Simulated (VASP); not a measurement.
# Ga2O5 (cubic X2O5 type) (Pn-3m) in VASP: single point with PBE

Aim: the single point of Ga2O5 (cubic X2O5 type) with PBE.

Program: VASP 6.6.1. These are calculated values, not measurements. Logs are shortened: lines on timing, memory, paths and dates and some standing lists are left out, and cuts for length are marked.

**1. The cell of the first run**

It takes space group Pn-3m (No. 224, cubic). The conventional cell has a = 5.239 Å, b = 5.239 Å, c = 5.239 Å, α = 90.00°, β = 90.00°, γ = 90.00°. Ga (site symmetry -3m) has 12 O at 2.27 to 2.62 Å within 3.0 Å. Within 3.0 Å of O (site symmetry -3m) lie 6 O at 2.27 Å and 6 Ga at 2.62 Å. Within 3.0 Å of O (site symmetry -42m) lie 4 Ga at 2.27 Å and 8 O at 2.27 to 2.62 Å.

**2. Single point, PBE**

Contents of INCAR:

```
SYSTEM = Ga2O5
PREC = Accurate ; ENCUT = 520
EDIFF = 1E-6 ; ISMEAR = -1
SIGMA = 0.06122561905347299 ; LREAL = .False.
LASPH = .True. ; NELM = 80
ALGO = Normal ; ISIF = 2
LWAVE = .False. ; LCHARG = .False.
GGA = PE ; NBANDS = 69
```

Contents of KPOINTS:

```
Automatic mesh
0
Gamma
  11 11 11
  0 0 0
```

Contents of POSCAR:

```
Ga2O5
1.0
    5.2392765174      0.0000000000      0.0000000000
    0.0000000000      5.2392765174      0.0000000000
    0.0000000000      0.0000000000      5.2392765174
Ga O
4 10
Direct
    0.0000000000      0.0000000000      0.0000000000
    0.5000000000      0.5000000000      0.0000000000
    0.5000000000      0.0000000000      0.5000000000
    0.0000000000      0.5000000000      0.5000000000
    0.5000000000      0.0000000000      0.0000000000
    0.0000000000      0.5000000000      0.0000000000
    0.0000000000      0.0000000000      0.5000000000
    0.5000000000      0.5000000000      0.5000000000
    0.7500000000      0.7500000000      0.2500000000
    0.7500000000      0.2500000000      0.7500000000
    0.2500000000      0.7500000000      0.7500000000
    0.7500000000      0.2500000000      0.2500000000
    0.2500000000      0.7500000000      0.2500000000
    0.2500000000      0.2500000000      0.7500000000
```

Potentials or basis: VASP PAW PBE potentials, release 64 (Ga_d, O).

On the command line:

```sh
$ cat potpaw_PBE.64/Ga_d/POTCAR potpaw_PBE.64/O/POTCAR > POTCAR
$ mpirun -np 1 vasp_std > vasp.out
```

OUTCAR:

```text
SYSTEM = Ga2O5
   PREC = Accurate
   ENCUT = 520
   EDIFF = 1E-6
   ISMEAR = -1
   LREAL = .False.
   LASPH = .True.
   NELM = 80
   ISIF = 2
   GGA = PE

 ion  position               nearest neighbor table
   1  0.000  0.000  0.000-   9 2.27  10 2.27  11 2.27  12 2.27  13 2.27  14 2.27
   2  0.500  0.500  0.000-   9 2.27  10 2.27  11 2.27  12 2.27  13 2.27  14 2.27
   3  0.500  0.000  0.500-   9 2.27  10 2.27  11 2.27  12 2.27  13 2.27  14 2.27
   4  0.000  0.500  0.500-   9 2.27  10 2.27  11 2.27  12 2.27  13 2.27  14 2.27
   5  0.500  0.000  0.000-
   6  0.000  0.500  0.000-
   7  0.000  0.000  0.500-
   8  0.500  0.500  0.500-
   9  0.750  0.750  0.250-   1 2.27   2 2.27   3 2.27   4 2.27
  10  0.750  0.250  0.750-   1 2.27   2 2.27   3 2.27   4 2.27
  11  0.250  0.750  0.750-   1 2.27   2 2.27   3 2.27   4 2.27
  12  0.750  0.250  0.250-   1 2.27   2 2.27   3 2.27   4 2.27
  13  0.250  0.750  0.250-   1 2.27   2 2.27   3 2.27   4 2.27
  14  0.250  0.250  0.750-   1 2.27   2 2.27   3 2.27   4 2.27

  LATTYP: Found a simple cubic cell.
 ALAT       =     5.2392765174

  Lattice vectors:

 A1 = (   5.2392765174,   0.0000000000,   0.0000000000)
 A2 = (   0.0000000000,   5.2392765174,   0.0000000000)
 A3 = (   0.0000000000,   0.0000000000,   5.2392765174)

Analysis of symmetry for initial positions (statically):
=====================================================================
 Subroutine PRICEL returns:
 Original cell was already a primitive cell.

 Routine SETGRP: Setting up the symmetry group for a
 simple cubic supercell.

 Subroutine GETGRP returns: Found 48 space group operations
 (whereof 12 operations were pure point group operations)
 out of a pool of 48 trial point group operations.

The static configuration has the point symmetry D_3d.
 The point group associated with its full space group is O_h .

Analysis of symmetry for dynamics (positions and initial velocities):
=====================================================================
 Subroutine PRICEL returns:
 Original cell was already a primitive cell.

 Routine SETGRP: Setting up the symmetry group for a
 simple cubic supercell.

 Subroutine GETGRP returns: Found 48 space group operations
 (whereof 12 operations were pure point group operations)
 out of a pool of 48 trial point group operations.

The dynamic configuration has the point symmetry D_3d.
 The point group associated with its full space group is O_h .

 Subroutine INISYM returns: Found 48 space group operations
 (whereof 12 operations are pure point group operations),
 and found     1 'primitive' translations

----------------------------------------------------------------------------------------

                                     Primitive cell

  volume of cell :     143.8182

  direct lattice vectors                    reciprocal lattice vectors
     5.239276517  0.000000000  0.000000000     0.190866047  0.000000000  0.000000000
     0.000000000  5.239276517  0.000000000     0.000000000  0.190866047  0.000000000
     0.000000000  0.000000000  5.239276517     0.000000000  0.000000000  0.190866047

  length of vectors
     5.239276517  5.239276517  5.239276517     0.190866047  0.190866047  0.190866047

  position of ions in fractional coordinates (direct lattice)
     0.000000000  0.000000000  0.000000000
     0.500000000  0.500000000  0.000000000
     0.500000000  0.000000000  0.500000000
     0.000000000  0.500000000  0.500000000
     0.500000000  0.000000000  0.000000000
     0.000000000  0.500000000  0.000000000
     0.000000000  0.000000000  0.500000000
     0.500000000  0.500000000  0.500000000
     0.750000000  0.750000000  0.250000000
     0.750000000  0.250000000  0.750000000
     0.250000000  0.750000000  0.750000000
     0.750000000  0.250000000  0.250000000
     0.250000000  0.750000000  0.250000000
     0.250000000  0.250000000  0.750000000

  ion indices of the primitive-cell ions
   primitive index   ion index
                 1           1
                 2           2
                 3           3
                 4           4
                 5           5
                 6           6
                 7           7
                 8           8
                 9           9
                10          10
                11          11
                12          12
                13          13
                14          14

----------------------------------------------------------------------------------------

 KPOINTS: Automatic mesh

Automatic generation of k-mesh.
 Grid dimensions read from file:
 generate k-points for:   11   11   11

 Generating k-lattice:

  Cartesian coordinates                     Fractional coordinates (reciprocal lattice)
     0.017351459  0.000000000  0.000000000     0.090909091  0.000000000  0.000000000
     0.000000000  0.017351459  0.000000000     0.000000000  0.090909091  0.000000000
     0.000000000  0.000000000  0.017351459     0.000000000  0.000000000  0.090909091

  Length of vectors
     0.017351459  0.017351459  0.017351459

  Shift w.r.t. Gamma in fractional coordinates (k-lattice)
     0.000000000  0.000000000  0.000000000

 Subroutine IBZKPT returns following result:
 ===========================================

 Found     56 irreducible k-points:

 Following reciprocal coordinates:
            Coordinates               Weight
  0.000000  0.000000  0.000000      1.000000
  0.090909  0.000000  0.000000      6.000000
  0.181818  0.000000  0.000000      6.000000
  0.272727  0.000000  0.000000      6.000000
  0.363636  0.000000  0.000000      6.000000
  0.454545  0.000000  0.000000      6.000000
[... 16 lines left out ...]
  0.181818  0.090909  0.090909     24.000000
  0.272727  0.090909  0.090909     24.000000
 [... further k-points ...]
   k-points           NKPTS =     56   k-points in BZ     NKDIM =     56   number of bands    NBANDS=     69
   number of dos      NEDOS =    301   number of ions     NIONS =     14
   total plane-waves  NPLWV =  64000
   dimension x,y,z NGX =    40 NGY =   40 NGZ =   40
   dimension x,y,z NGXF=    80 NGYF=   80 NGZF=   80
   ions per type =               4  10
   NGX,Y,Z   is equivalent  to a cutoff of  12.69, 12.69, 12.69 a.u.
   NGXF,Y,Z  is equivalent  to a cutoff of  25.38, 25.38, 25.38 a.u.
 SYSTEM =  Ga2O5
   PREC   = accura    normal or accurate (medium, high low for compatibility)
   ISTART =      0    job   : 0-new  1-cont  2-samecut
   ICHARG =      2    charge: 1-file 2-atom 10-const
   ISPIN  =      1    spin polarized calculation?
   LNONCOLLINEAR =      F non collinear calculations
   LSORBIT =      F    spin-orbit coupling
   LASPH  =      T    aspherical Exc in radial PAW
   ENCUT  =  520.0 eV  38.22 Ry    6.18 a.u.   9.74  9.74  9.74*2*pi/ulx,y,z
   NELM   =     80;   NELMIN=  2; NELMDL= -5     # of ELM steps
   EDIFF  = 0.1E-05   stopping-criterion for ELM
   LREAL  =      F    real-space projection
   EDIFFG = 0.1E-04   stopping-criterion for IOM
   NSW    =      0    number of steps for IOM
   IBRION =     -1    ionic relax: 0-MD 1-quasi-New 2-CG
   NFREE  =      0    steps in history (QN), initial steepest desc. (CG)
   ISIF   =      2    stress and relaxation
   ISYM   =      2    0-nonsym 1-usesym 2-fastsym
   POTIM  = 0.5000    time-step for ionic-motion
   TEBEG  =    0.0;   TEEND  =   0.0 temperature during run
   PSTRESS=    0.0 pullay stress
   NELECT =     112.0000    total number of electrons
   NUPDOWN=      -1.0000    fix difference up-down
   EMIN   =  10.00;   EMAX   =-10.00  energy-range for DOS
   EFERMI =   0.00;   METHOD = LEGACY
   ISMEAR =    -1;   SIGMA  =   0.06  broadening in eV -4-tet -1-fermi 0-gaus
   EFERMI_NEDOS =   21; number of points for ismear=-14 and -15
   IALGO  =     38    algorithm
   IMIX   =      4    mixing-type and parameters
     AMIX     =   0.40;   BMIX     =  1.00
     AMIX_MAG =   1.60;   BMIX_MAG =  1.00
  volume/ion in A,a.u.               =      10.27        69.32
  Fermi-wavevector in a.u.,A,eV,Ry     =   1.506178  2.846263 30.865782  2.268571
  Thomas-Fermi vector in A             =   2.616929
   LORBIT       =      0    0 simple, 1 ext, 2 COOP (PROOUT), +10 PAW based schemes
   GGA     = PE    functional components
   LHFCALC =     F    Hartree Fock is set to
   AEXX    =    0.0000 exact exchange contribution
   IVDW    =     0    specifies the selected vdW correction
   LEPSILON=     F    determine dielectric tensor
   LRPA    =     F    only Hartree local field effects (RPA)
 non-spin polarized calculation
  energy-cutoff  :      520.00
  volume of cell :      143.82
 maximum number of plane-waves:      3896
 NGX is ok and might be reduce to    40
   NGX = 19   NGY = 19   NGZ = 19

 number of electron     111.9999953 magnetization

 Free energy of the ion-electron system (eV)
  ---------------------------------------------------
  ext. energy  EPLUGINS =         0.00000000
  ---------------------------------------------------
  free energy    TOTEN  =       -56.68252791 eV

  energy without entropy =      -56.45334740  energy(sigma->0) =      -56.56793765

 E-fermi :   4.0246     XC(G=0): -11.7003

 val. band max:        4.0244678361   @ k =   0.4545   0.2727   0.2727
 cond. band min:       4.0248467064   @ k =   0.1818   0.0909   0.0909
 fundamental gap:      0.0003788703
 Fermi energy:         4.0246058472

 k-point     1 :       0.0000    0.0000    0.0000
  band No.  band energies     occupation
      1     -15.7482      2.00000
      2     -13.8444      2.00000
      3     -13.8444      2.00000
      4     -13.1921      2.00000
      5     -13.1921      2.00000
      6     -13.0737      2.00000
[... 60 lines left out ...]
     67      12.2756      0.00000
     68      12.2757      0.00000
[... 1631 lines left out ...]
     67      11.8371      0.00000
     68      11.8817      0.00000

 [... further k-points ...]

 [bands above 68 left out]

------------------------ aborting loop because EDIFF is reached ----------------------------------------

  FORCE on cell =-STRESS in cart. coord.  units (eV):
  Direction    XX          YY          ZZ          XY          YZ          ZX
  --------------------------------------------------------------------------------------
  -------------------------------------------------------------------------------------
  Total       -6.6616511     -6.6616511     -6.6616511      0.0000000     -0.0000000      0.0000000
  in kB      -74.2127465    -74.2127465    -74.2127465      0.0000000     -0.0000000      0.0000000
  external PRESSURE =     -74.2127465 kB  Pullay stress =       0.0000000 kB

 VOLUME and BASIS-vectors are now :
 -----------------------------------------------------------------------------
  energy-cutoff  :      520.00
  volume of cell :      143.82
      direct lattice vectors                 reciprocal lattice vectors
     5.239276517  0.000000000  0.000000000     0.190866047  0.000000000  0.000000000
     0.000000000  5.239276517  0.000000000     0.000000000  0.190866047  0.000000000
     0.000000000  0.000000000  5.239276517     0.000000000  0.000000000  0.190866047

 POSITION                                       TOTAL-FORCE (eV/Angst)
 -----------------------------------------------------------------------------------
      0.00000      0.00000      0.00000        -0.000000     -0.000000     -0.000000
      2.61964      2.61964      0.00000        -0.000000     -0.000000     -0.000000
      2.61964      0.00000      2.61964        -0.000000     -0.000000     -0.000000
      0.00000      2.61964      2.61964        -0.000000     -0.000000     -0.000000
      2.61964      0.00000      0.00000        -0.000000     -0.000000     -0.000000
      0.00000      2.61964      0.00000        -0.000000     -0.000000     -0.000000
      0.00000      0.00000      2.61964        -0.000000     -0.000000     -0.000000
      2.61964      2.61964      2.61964        -0.000000     -0.000000     -0.000000
      3.92946      3.92946      1.30982         0.000000      0.000000      0.000000
      3.92946      1.30982      3.92946        -0.000000      0.000000      0.000000
      1.30982      3.92946      3.92946         0.000000     -0.000000     -0.000000
      3.92946      1.30982      1.30982        -0.000000      0.000000      0.000000
      1.30982      3.92946      1.30982         0.000000     -0.000000     -0.000000
      1.30982      1.30982      3.92946        -0.000000      0.000000     -0.000000
 -----------------------------------------------------------------------------------
    total drift:                               -0.000000      0.000000     -0.000000

  FREE ENERGIE OF THE ION-ELECTRON SYSTEM (eV)
  ---------------------------------------------------
  free  energy   TOTEN  =       -56.6825279067 eV

  energy  without entropy=      -56.4533474009  energy(sigma->0) =      -56.56793765
```

Run time: 10 min. Hardware: 1 thread of Intel Xeon Platinum 8488C (Sapphire Rapids), shared host; peak memory 0.49 GiB.

Results:

* Free energy: -56.6825 eV
* Pressure: -7.4 GPa
* Band gap on the k mesh: zero (bands 56 and 57 overlap by 0.39 eV)

Levels at points of the mesh, in eV from the Fermi level:
| k point | band 53 | band 54 | band 55 | band 56 | band 57 | band 58 | band 59 | band 60 |
| --- | --- | --- | --- | --- | --- | --- | --- | --- |
| (0.00, 0.00, 0.00) | -0.69 | -0.69 | -0.69 | 0.18 | 0.18 | 0.18 | 0.39 | 0.39 |

Caveat: the cell stands under tension.
